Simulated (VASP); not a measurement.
Ni: single point with LDA

Crystal: Ni.

```
Ni
1.0
     0.00000    1.80926    1.80926
     1.80926    0.00000    1.80926
     1.80926    1.80926    0.00000
Ni
1
Direct
  0.00000 0.00000 0.00000
```

```json
{"Program": "VASP 6.6.1", "Task": "single point", "Functional": "LDA", "Potentials or basis": "VASP PAW LDA potentials, release 64 (Ni)", "Cutoff": "520 eV", "k mesh": "24 × 24 × 24", "Occupations": "gaussian, width 0.15 eV", "Spin": "collinear spin, ferromagnetic start", "Starting moments": "[0.375] μB", "Fixed moment": "0.375 μB", "Dipole correction": "no", "Further INCAR settings": "ALGO = Normal; EDIFF = 1e-07; NBANDS = 15"}
```

The pressure is -28.3 GPa and the net moment is 0.37 μB per cell. The site moments are Ni +0.38 μB. The valence electrons inside the program's atomic spheres are Ni 9.19.

Run time: 57 s on 1 thread of Intel(R) Xeon(R) 6975P-C (Granite Rapids), on a shared host, peak memory 0.21 GiB.

Caveat: the total moment is fixed, so each spin has its own Fermi level.
